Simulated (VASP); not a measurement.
Runs of VASP 6.6.1 on Fe. The structure is that of space group Pm-3m (No. 221), or close to it. The cells are those of the table. This isn't the form of Fe at room conditions, which is bcc.

| cell | gap on the mesh (eV) | pressure (GPa) | moment (μB) |
| --- | --- | --- | --- |
| a = 3.407 Å, angles 60.0°, 2 atoms | none | -0.5 | 0.00 |
| a = 3.361 Å, angles 60.0°, 2 atoms | none | (a) | 0.00 |
| a = 3.265 Å, angles 60.0°, 2 atoms | none | 9.6 | 0.00 |
| a = 3.314 Å, angles 60.0°, 2 atoms | none | 7.1 | 0.00 |

Alike in all rows: task single point; level revPBE; potentials or basis VASP PAW PBE potentials, release 64 (Fe); spin collinear, antiferromagnetic start; k mesh 18 × 18 × 18; cutoff (eV) 600; smearing fermi-dirac 0.05 eV.

**Question.** Estimate the missing entries.

**Answer.** (a) 3.2.

Caveats: the antiferromagnetic order is the one typed at the start, and another may lie lower; the PAW data sets were made with another functional, which shifts forces and pressure a little; the cell stands under pressure (at least some runs).

A gap of «none» marks levels without a gap at the run's occupations.
